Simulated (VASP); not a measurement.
Runs of VASP 6.6.1 on PbS (Galena). The structure is that of space group Fm-3m (No. 225), or close to it. The cells are those of the table. 

```csv
cell,gap on the mesh (eV),pressure (GPa)
"a = 4.138 Å, angles 60.0°, 2 atoms",0.10,1.6
"a = 4.276 Å, angles 60.0°, 2 atoms",0.45,(b)
"a = 4.222 Å, angles 60.0°, 2 atoms",0.33,-2.0
"a = 4.109 Å, angles 60.0°, 2 atoms",(a),2.9
"a = 4.166 Å, angles 60.0°, 2 atoms",(c),0.3
```

Alike in all rows: task single point; level PBEsol; potentials or basis VASP PAW PBE potentials, release 64 (Pb_d, S); no spin polarisation; k mesh 6 × 6 × 6; cutoff (eV) 520; smearing gaussian 0.01 eV.

Q: Fill in the values left out.

A: (a) 0.01; (b) -3.8; (c) 0.18.

Caveats: the PAW data sets were made with another functional, which shifts forces and pressure a little; spin-orbit coupling is left out, which moves the levels of the heavy elements.

A k mesh can miss the band edges, and the runs leave out spin-orbit coupling on Pb.
